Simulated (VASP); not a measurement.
# PN (Imm2) in VASP: a series of runs, part 3 of 3

VASP 6.6.1.

### 6 Single point, PBE

This run uses another cell than the first one, of 18.69 Å³/atom.

Input file INCAR:

```
ALGO = Normal
EDIFF = 1E-6
ENCUT = 600
GGA = PE
GGA_COMPAT = F
ISIF = 2
ISMEAR = 0
LASPH = T
LCHARG = T
LELF = T
LREAL = F
LVHAR = T
LWAVE = F
NBANDS = 18
NELM = 120
PREC = Accurate
SIGMA = 0.02
```

Input file KPOINTS:

```
k-points
0
Gamma
  12 12 12
```

Input file POSCAR:

```
PN
1.0
   -1.3520713740      6.6362208118      2.0835425024
    1.3520713740     -6.6362208118      2.0835425024
    1.3520713740      6.6362208118     -2.0835425024
P N
2 2
Direct
    0.2458983983      0.5676208043      0.6782775941
    0.8893432102      0.5676208043      0.3217224059
    0.0883467788      0.3010958132      0.7872509655
    0.5138448477      0.3010958132      0.2127490345
```

Potentials or basis: VASP PAW PBE potentials, release 64 (P, N).

Command:

```bash
> cat potpaw_PBE.64/P/POTCAR potpaw_PBE.64/N/POTCAR > POTCAR
> mpirun -np 1 vasp_std > vasp.out
```

OUTCAR:

```text
EDIFF = 1E-6
   ENCUT = 600
   GGA = PE
   ISIF = 2
   ISMEAR = 0
   LASPH = T
   LREAL = F
   NELM = 120
   PREC = Accurate

 ion  position               nearest neighbor table
   1  0.246  0.568  0.678-   4 1.73   4 1.73   3 1.82
   2  0.889  0.568  0.322-   3 1.73   3 1.73   4 1.82
   3  0.088  0.301  0.787-   2 1.73   2 1.73   1 1.82
   4  0.514  0.301  0.213-   1 1.73   1 1.73   2 1.82

  LATTYP: Found a body centered orthorhombic cell.
 ALAT       =     2.7041427480
 B/A-ratio  =     1.5410003809
 C/A-ratio  =     4.9081882358

  Lattice vectors:

 A1 = (   1.3520713740,  -6.6362208118,  -2.0835425024)
 A2 = (  -1.3520713740,  -6.6362208118,   2.0835425024)
 A3 = (  -1.3520713740,   6.6362208118,  -2.0835425024)

Analysis of symmetry for initial positions (statically):
=====================================================================
 Subroutine PRICEL returns:
 Original cell was already a primitive cell.

 Routine SETGRP: Setting up the symmetry group for a
 body centered orthorhombic supercell.

 Subroutine GETGRP returns: Found  4 space group operations
 (whereof  4 operations were pure point group operations)
 out of a pool of  8 trial point group operations.

The static configuration has the point symmetry C_2v.

Analysis of symmetry for dynamics (positions and initial velocities):
=====================================================================
 Subroutine PRICEL returns:
 Original cell was already a primitive cell.

 Routine SETGRP: Setting up the symmetry group for a
 body centered orthorhombic supercell.

 Subroutine GETGRP returns: Found  4 space group operations
 (whereof  4 operations were pure point group operations)
 out of a pool of  8 trial point group operations.

The dynamic configuration has the point symmetry C_2v.

 Subroutine INISYM returns: Found  4 space group operations
 (whereof  4 operations are pure point group operations),
 and found     1 'primitive' translations

----------------------------------------------------------------------------------------

                                     Primitive cell

  volume of cell :      74.7795

  direct lattice vectors                    reciprocal lattice vectors
    -1.352071374  6.636220812  2.083542502     0.000000000  0.075344087  0.239975906
     1.352071374 -6.636220812  2.083542502     0.369802963  0.000000000  0.239975906
     1.352071374  6.636220812 -2.083542502     0.369802963  0.075344087  0.000000000

  length of vectors
     7.085807860  7.085807860  7.085807860     0.251525679  0.440843132  0.377400269

  position of ions in fractional coordinates (direct lattice)
     0.245898398  0.567620804  0.678277594
     0.889343210  0.567620804  0.321722406
     0.088346779  0.301095813  0.787250966
     0.513844848  0.301095813  0.212749034

  ion indices of the primitive-cell ions
   primitive index   ion index
                 1           1
                 2           2
                 3           3
                 4           4

----------------------------------------------------------------------------------------

 KPOINTS: k-points

Automatic generation of k-mesh.
 Grid dimensions read from file:
 generate k-points for:   12   12   12

 Generating k-lattice:

  Cartesian coordinates                     Fractional coordinates (reciprocal lattice)
     0.000000000  0.006278674  0.019997992     0.083333333 -0.000000000  0.000000000
     0.030816914  0.000000000  0.019997992     0.000000000  0.083333333  0.000000000
     0.030816914  0.006278674  0.000000000     0.000000000 -0.000000000  0.083333333

  Length of vectors
     0.020960473  0.036736928  0.031450022

  Shift w.r.t. Gamma in fractional coordinates (k-lattice)
     0.000000000  0.000000000  0.000000000

 Subroutine IBZKPT returns following result:
 ===========================================

 Found    280 irreducible k-points:

 Following reciprocal coordinates:
            Coordinates               Weight
  0.000000  0.000000  0.000000      1.000000
  0.083333  0.000000 -0.000000      4.000000
  0.166667 -0.000000  0.000000      4.000000
  0.250000  0.000000 -0.000000      4.000000
  0.333333  0.000000 -0.000000      4.000000
  0.416667  0.000000 -0.000000      4.000000
[... 16 lines left out ...]
  0.250000  0.166667 -0.000000      8.000000
  0.333333  0.166667 -0.000000      8.000000
 [... further k-points ...]
   k-points           NKPTS =    280   k-points in BZ     NKDIM =    280   number of bands    NBANDS=     18
   number of dos      NEDOS =    301   number of ions     NIONS =      4
   total plane-waves  NPLWV = 216000
   dimension x,y,z NGX =    60 NGY =   60 NGZ =   60
   dimension x,y,z NGXF=   120 NGYF=  120 NGZF=  120
   ions per type =               2   2
   NGX,Y,Z   is equivalent  to a cutoff of  14.08, 14.08, 14.08 a.u.
   NGXF,Y,Z  is equivalent  to a cutoff of  28.15, 28.15, 28.15 a.u.
 SYSTEM =  unknown system
   PREC   = accura    normal or accurate (medium, high low for compatibility)
   ISTART =      0    job   : 0-new  1-cont  2-samecut
   ICHARG =      2    charge: 1-file 2-atom 10-const
   ISPIN  =      1    spin polarized calculation?
   LNONCOLLINEAR =      F non collinear calculations
   LSORBIT =      F    spin-orbit coupling
   LASPH  =      T    aspherical Exc in radial PAW
   ENCUT  =  600.0 eV  44.10 Ry    6.64 a.u.  14.15 14.15 14.15*2*pi/ulx,y,z
   NELM   =    120;   NELMIN=  2; NELMDL= -5     # of ELM steps
   EDIFF  = 0.1E-05   stopping-criterion for ELM
   LREAL  =      F    real-space projection
   EDIFFG = 0.1E-04   stopping-criterion for IOM
   NSW    =      0    number of steps for IOM
   IBRION =     -1    ionic relax: 0-MD 1-quasi-New 2-CG
   NFREE  =      0    steps in history (QN), initial steepest desc. (CG)
   ISIF   =      2    stress and relaxation
   ISYM   =      2    0-nonsym 1-usesym 2-fastsym
   POTIM  = 0.5000    time-step for ionic-motion
   TEBEG  =    0.0;   TEEND  =   0.0 temperature during run
   PSTRESS=    0.0 pullay stress
   NELECT =      20.0000    total number of electrons
   NUPDOWN=      -1.0000    fix difference up-down
   EMIN   =  10.00;   EMAX   =-10.00  energy-range for DOS
   EFERMI =   0.00;   METHOD = LEGACY
   ISMEAR =     0;   SIGMA  =   0.02  broadening in eV -4-tet -1-fermi 0-gaus
   EFERMI_NEDOS =   21; number of points for ismear=-14 and -15
   IALGO  =     38    algorithm
   IMIX   =      4    mixing-type and parameters
     AMIX     =   0.40;   BMIX     =  1.00
     AMIX_MAG =   1.60;   BMIX_MAG =  1.00
  volume/ion in A,a.u.               =      18.69       126.16
  Fermi-wavevector in a.u.,A,eV,Ry     =   1.054769  1.993224 15.136985  1.112537
  Thomas-Fermi vector in A             =   2.189941
   LORBIT       =      0    0 simple, 1 ext, 2 COOP (PROOUT), +10 PAW based schemes
   GGA     = PE    functional components
   LHFCALC =     F    Hartree Fock is set to
   AEXX    =    0.0000 exact exchange contribution
   IVDW    =     0    specifies the selected vdW correction
   LEPSILON=     F    determine dielectric tensor
   LRPA    =     F    only Hartree local field effects (RPA)
 non-spin polarized calculation
 Gauss-broadening in eV      SIGMA  =   0.02
  energy-cutoff  :      600.00
  volume of cell :       74.78
 maximum number of plane-waves:      2522
 NGX is ok and might be reduce to    60
   NGX = 29   NGY = 29   NGZ = 29

 number of electron      19.9999999 magnetization

 Free energy of the ion-electron system (eV)
  ---------------------------------------------------
  ext. energy  EPLUGINS =         0.00000000
  ---------------------------------------------------
  free energy    TOTEN  =       -27.64639286 eV

  energy without entropy =      -27.64639286  energy(sigma->0) =      -27.64639286

 E-fermi :   2.5831     XC(G=0):  -7.9156

 val. band max:        2.4609690313   @ k =  -0.0833   0.0833  -0.0000
 cond. band min:       3.9525782353   @ k =  -0.2500   0.2500   0.1667
 fundamental gap:      1.4916092040
 Fermi energy:         2.5831297284

 k-point     1 :       0.0000    0.0000    0.0000
  band No.  band energies     occupation
      1     -17.6759      2.00000
      2     -14.5707      2.00000
      3      -9.4255      2.00000
      4      -5.0404      2.00000
      5      -3.7140      2.00000
      6      -3.0088      2.00000
[... 481 lines left out ...]
      5      -4.1140      2.00000
      6      -4.1076      2.00000
[... 10 lines left out ...]
     17      10.2397      0.00000
     18      11.2504      0.00000

 [... further k-points ...]

------------------------ aborting loop because EDIFF is reached ----------------------------------------

  FORCE on cell =-STRESS in cart. coord.  units (eV):
  Direction    XX          YY          ZZ          XY          YZ          ZX
  --------------------------------------------------------------------------------------
  -------------------------------------------------------------------------------------
  Total       -0.3430812     -0.2522583     -0.3684068      0.0000000      0.0000000      0.0000000
  in kB       -7.3506333     -5.4047197     -7.8932422      0.0000000      0.0000000      0.0000000
  external PRESSURE =      -6.8828651 kB  Pullay stress =       0.0000000 kB

 VOLUME and BASIS-vectors are now :
 -----------------------------------------------------------------------------
  energy-cutoff  :      600.00
  volume of cell :       74.78
      direct lattice vectors                 reciprocal lattice vectors
    -1.352071374  6.636220812  2.083542502     0.000000000  0.075344087  0.239975906
     1.352071374 -6.636220812  2.083542502     0.369802963  0.000000000  0.239975906
     1.352071374  6.636220812 -2.083542502     0.369802963  0.075344087  0.000000000

 POSITION                                       TOTAL-FORCE (eV/Angst)
 -----------------------------------------------------------------------------------
      1.35207      2.36618      0.28178         0.000000      0.106986      0.065942
     -0.00000      4.27004      2.36532         0.000000     -0.106986      0.065942
      1.35207      3.81252     -0.82885         0.000000     -0.002983     -0.065942
     -0.00000      2.82370      1.25469        -0.000000      0.002983     -0.065942
 -----------------------------------------------------------------------------------
    total drift:                                0.000000     -0.000000     -0.000374

  FREE ENERGIE OF THE ION-ELECTRON SYSTEM (eV)
  ---------------------------------------------------
  free  energy   TOTEN  =       -27.6463928628 eV

  energy  without entropy=      -27.6463928628  energy(sigma->0) =      -27.64639286
```

OSZICAR:

```text
N       E                     dE             d eps       ncg     rms          rms(c)
DAV:   1     0.107704255472E+03    0.10770E+03   -0.98907E+03 10080   0.107E+03
DAV:   2    -0.213040534352E+02   -0.12901E+03   -0.12357E+03 13080   0.222E+02
DAV:   3    -0.304192980549E+02   -0.91152E+01   -0.90489E+01 13938   0.637E+01
DAV:   4    -0.305336433636E+02   -0.11435E+00   -0.11421E+00 13588   0.796E+00
DAV:   5    -0.305357312064E+02   -0.20878E-02   -0.20873E-02 13734   0.993E-01    0.177E+01
DAV:   6    -0.276079481068E+02    0.29278E+01   -0.94032E+00 13432   0.226E+01    0.878E+00
DAV:   7    -0.276625922728E+02   -0.54644E-01   -0.10134E+00 11740   0.691E+00    0.384E+00
DAV:   8    -0.276483132771E+02    0.14279E-01   -0.78181E-02 12902   0.193E+00    0.110E+00
DAV:   9    -0.276457627785E+02    0.25505E-02   -0.15534E-02 14060   0.101E+00    0.176E-01
DAV:  10    -0.276462697638E+02   -0.50699E-03   -0.14477E-03 11264   0.259E-01    0.771E-02
DAV:  11    -0.276463817614E+02   -0.11200E-03   -0.25003E-04 11200   0.118E-01    0.214E-02
DAV:  12    -0.276463910050E+02   -0.92436E-05   -0.39114E-05 12138   0.538E-02    0.967E-03
DAV:  13    -0.276463926577E+02   -0.16527E-05   -0.42888E-06 11066   0.182E-02    0.397E-03
DAV:  14    -0.276463928628E+02   -0.20504E-06   -0.10390E-06  9346   0.817E-03
   1 F= -.27646393E+02 E0= -.27646393E+02  d E =-.164770E-20
```

It took 8.4 min on 1 thread of Intel Xeon 6975P-C (Granite Rapids), shared host; peak memory 0.73 GiB.

Results:

| Quantity | Value |
| --- | --- |
| Free energy | -27.6464 eV |
| Pressure | -0.7 GPa |
| Largest force | 0.126 eV/Å |
| Band gap on the k mesh | 1.49 eV (least direct gap 2.16 eV) |

Forces on the atoms (eV/Å):
```
P    0.000  0.107  0.066
P    0.000 -0.107  0.066
N    0.000 -0.003 -0.066
N    0.000  0.003 -0.066
```

A k mesh can miss the band edges.

### 7 Overview

| task | spin | cell | k mesh | smearing | gap on the mesh (eV) | pressure (GPa) | largest force (eV/Å) |
| --- | --- | --- | --- | --- | --- | --- | --- |
| single point | off | a = 3.799 Å, angles 137.1, 89.7, 105.9°, 4 atoms, atomic positions A | 8 × 8 × 8 | gaussian 0.1 eV | none | 100.7 | 15.19 |
| single point | off | a = 6.686 Å, angles 156.7, 43.6, 143.7°, 4 atoms, atomic positions B | 8 × 8 × 8 | gaussian 0.1 eV | 1.47 | -0.6 | 0.14 |
| relaxation of cell and atoms | off | relaxed from a = 3.799 Å, angles 137.1, 89.7, 105.9°, 4 atoms, atomic positions A | 8 × 8 × 8 | gaussian 0.1 eV | none | 0.1 | 0.02 |
| single point | collinear, ferromagnetic start | a = 3.799 Å, angles 137.1, 89.7, 105.9°, 4 atoms, atomic positions A | 8 × 8 × 8 | gaussian 0.1 eV | none | 100.7 | 15.19 |
| single point | off | a = 7.086 Å, angles 158.0, 41.0, 145.8°, 4 atoms, atomic positions C | 12 × 12 × 12 | gaussian 0.02 eV | 1.49 | -0.7 | 0.13 |

Alike in all rows: level PBE; potentials or basis VASP PAW PBE potentials, release 64 (P, N); cutoff (eV) 600.

Caveats: the stress differs along the axes, from 34 to 216 GPa (at least some runs); forces of over 1 eV/Å act on the atoms, so gaps and moduli don't describe the material at rest (at least some runs); the volume moved by over 15 % at a fixed basis, so the end points are rough (at least some runs).

Absolute energies hang on the potentials; compare differences alone.

The gap in the log of VASP goes by the Fermi energy; the results here count the filled bands.